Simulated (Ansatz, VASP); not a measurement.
**Two plane-wave programs on W**

The input POSCAR:

```
W
1.0
   -1.5823450000      1.5823450000      1.5823450000
    1.5823450000     -1.5823450000      1.5823450000
    1.5823450000      1.5823450000     -1.5823450000
W
1
Direct
    0.0000000000      0.0000000000      0.0000000000
```

INCAR.step1

```
  PREC = Accurate
  ENCUT = 600
  ISMEAR = 0
  SIGMA = 0.1
  LREAL = False
  LASPH = True
  NELM = 80
  GGA = PE
  ALGO = Normal
  EDIFF = 1E-4
  LWAVE = True
  LCHARG = False
```

Contents of INCAR.step2:

```
  PREC = Accurate
  ENCUT = 600
  EDIFF = 1E-6
  ISMEAR = 0
  SIGMA = 0.1
  LREAL = False
  LASPH = True
  NELM = 80
  ALGO = Normal
  ISIF = 3
  LWAVE = False
  LCHARG = False
  METAGGA = R2SCAN
  LMIXTAU = True
  IBRION = 2
  NSW = 100
  EDIFFG = -0.005
  ISTART = 1
```

KPOINTS

```
regular mesh
0
Gamma
  18 18 18
```

Input for Ansatz:

```yaml
crystal:
  lattice:
    - [-1.582345, 1.582345, 1.582345]
    - [1.582345, -1.582345, 1.582345]
    - [1.582345, 1.582345, -1.582345]
  atoms:
    - { symbol: W, position: [0.0, 0.0, 0.0] }
basis:
  ecutwfc: 500
kpoints:
  mp_grid: { grid: [18, 18, 18] }
hamiltonian:
  xc: r2scan
scf:
  occupations: { method: gaussian, width: 0.1 }
output:
  forces: true
  stress: true
  eigenvalues: true
  write_density: true
  write_potential: true
  elf: true
  volumetric_format: npy
relax:
  adjacent_minimum: "off"
  f_tol: 0.005
  max_steps: 80
  cell: { stress_tol: 0.05 }
```

Alike in both runs: task relaxation of cell and atoms; functional r2SCAN; k mesh 18 × 18 × 18; occupations gaussian, width 0.1 eV; no spin polarisation.

```csv
,VASP,Ansatz
version,VASP 6.6.1,Ansatz 0.2.0
potentials or method,"VASP PAW PBE potentials, release 64 (W_sv), cutoff 600 eV","scalar-relativistic, plane waves, PAW"
valence electrons in the cell,14,14
```

|  | VASP | Ansatz | Ansatz less VASP |
| --- | --- | --- | --- |
| gap on the k mesh at the Fermi level, each at its own relaxed structure (eV) | none | none | - |
| relaxed volume (Å³/atom) | 15.97 | 15.90 | -0.063 |
| relaxed cell length with the largest relative difference (Å) | 2.748 | 2.744 | -0.0036 |

VASP's potentials were made for PBE, not for r2SCAN. A gap of «none» marks a metal or a gap that the smearing closes.

Neither program's run includes spin-orbit coupling.
